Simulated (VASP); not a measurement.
Set up this calculation in VASP 6.6.1, as the native input.

- Task: relaxation of cell and atoms
- Functional: PBE
- Potentials or basis: VASP PAW PBE potentials, release 64 (Al, Pd)
- Cutoff: 600 eV
- k mesh: 8 × 8 × 8
- Occupations: gaussian, width 0.1 eV
- Spin: no spin polarisation
- Dipole correction: no
- Further INCAR settings: ALGO = Fast; EDIFF = 1e-06; IBRION = 2; EDIFFG = -0.01; NSW = 100; ISIF = 3

The structure of AlPd4 lies in POSCAR:

```
AlPd4
1.0
    4.4833315662      0.0000000000      0.0000000000
    0.0000000000      4.4833315662      0.0000000000
    0.0000000000      0.0000000000      4.4833315662
Al Pd
1 4
Direct
    0.0000000000      0.0000000000      0.0000000000
    0.7116044652      0.7116044652      0.7116044652
    0.2883955348      0.2883955348      0.7116044652
    0.2883955348      0.7116044652      0.2883955348
    0.7116044652      0.2883955348      0.2883955348
```

These files were run (other wordings do the same):

INCAR

```
PREC     = Accurate       # precision mode
ENCUT    = 600            # plane-wave cutoff, eV
EDIFF    = 1E-6           # SCF threshold, eV
ISMEAR   = 0              # smearing method
SIGMA    = 0.1            # smearing width, eV
LREAL    = False          # projectors in reciprocal space
LASPH    = True           # aspherical terms in the spheres
NELM     = 80             # most SCF steps
ALGO     = Fast           # electronic algorithm
ISIF     = 3              # what is computed and relaxed
LWAVE    = False          # write WAVECAR
LCHARG   = False          # write CHGCAR
GGA      = PE             # functional
IBRION   = 2              # ionic algorithm
NSW      = 100            # ionic steps
EDIFFG   = -0.01          # ionic threshold
```

KPOINTS

```
Automatic mesh
0
Gamma
  8 8 8
```

Potentials or basis: VASP PAW PBE potentials, release 64 (Al, Pd).

The run is started by

```console
$ cat potpaw_PBE.64/Al/POTCAR potpaw_PBE.64/Pd/POTCAR > POTCAR
$ mpirun -np 1 vasp_std > vasp.out
```

It gave:

```json
{
  "Relaxed volume": "18.04 Å³/atom",
  "Relaxed cell": "a = 4.485 Å, b = 4.485 Å, c = 4.485 Å, α = 90.00°, β = 90.00°, γ = 90.00°",
  "Space group after relaxing (to 0.05 Å)": "P-43m (No. 215)",
  "Energy gained by relaxing": "0.0 meV/atom",
  "Ionic steps": "3",
  "Pressure after relaxing": "0.0 GPa"
}
```

Wall time 110 s on 1 thread of Intel(R) Xeon(R) Platinum 8488C (Sapphire Rapids), with other jobs on the host, peak memory 0.25 GiB.
